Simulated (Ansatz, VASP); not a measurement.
# One calculation of TiB2, two programs

Contents of INCAR:

```
  ALGO = Normal
  EDIFF = 1E-6
  ENCUT = 520
  GGA = PS
  ISIF = 2
  ISMEAR = -1
  LASPH = T
  LCHARG = F
  LREAL = F
  LWAVE = F
  NBANDS = 16
  NELM = 60
  PREC = Accurate
  SIGMA = 0.08
```

Contents of KPOINTS:

```
k-points
0
Gamma
  15 15 13
```

The input POSCAR:

```
TiB2
1.0
    3.0291982016      0.0454379730      0.0454379730
   -1.4752486619      2.6006436092      0.0166314524
    0.0484260000      0.0484260000      3.2284000000
Ti B
1 2
Direct
    0.0000000000      0.0000000000      0.0000000000
    0.3333333333      0.6666666667      0.5000000000
    0.6666666667      0.3333333333      0.5000000000
```

Input for Ansatz:

```yaml
crystal:
  lattice:
    - [3.0291982016, 0.045437973, 0.045437973]
    - [-1.4752486619, 2.6006436092, 0.0166314524]
    - [0.048426, 0.048426, 3.2284]
  atoms:
    - { symbol: Ti, position: [0.0, 0.0, 0.0] }
    - { symbol: B, position: [0.3333333333, 0.6666666667, 0.5] }
    - { symbol: B, position: [0.6666666667, 0.3333333333, 0.5] }
kpoints:
  mp_grid: { grid: [15, 15, 13] }
  band_path:
    path:
      - [0.0, 0.0, 0.0]
      - [0.0, -0.5, 0.0]
      - [0.0, 0.0, 0.5]
      - [0.0, 0.0, 0.0]
      - [-0.5, 0.0, 0.0]
      - [-0.5, 0.5, -0.5]
      - [0.0, 0.0, 0.0]
      - [-0.5, 0.0, -0.5]
      - [-0.5, 0.5, 0.0]
    npoints: 5
scf:
  occupations: { method: fermi_dirac, width: 0.08 }
hamiltonian:
  xc: pbesol
  pseudopotentials: { kind: all_electron, lapw: { basis_error: 0.001 } }
output:
  forces: true
  stress: true
  eigenvalues: true
```

Change from the starting cell: equal xy, yz and zx shear strains of +3 %.

Alike in both runs: task single point; functional PBEsol; k mesh 15 × 15 × 13; occupations fermi-dirac, width 0.08 eV; no spin polarisation.

|  | VASP | Ansatz |
| --- | --- | --- |
| version | VASP 6.6.1 | Ansatz 0.2.0 |
| potentials or method | VASP PAW PBE potentials, release 64 (Ti_sv, B), cutoff 520 eV | all-electron LAPW, scalar-relativistic |

Ansatz gave:

```
pressure (GPa)                                                : -4.4
traceless stress, the component that is largest in VASP (GPa) : -8.52
rms of the force components (eV/Å)                            : 0.056
```

What did VASP give for the same quantities?

Pressure (GPa): -4.0; traceless stress, the component that is largest in VASP (GPa): -8.53; rms of the force components (eV/Å): 0.058.

VASP's potentials were made for PBE, not for PBEsol. Atom by atom the forces differ by 0.002 eV/Å (rms over components). Ansatz ran all-electron here, and VASP with PAW potentials.
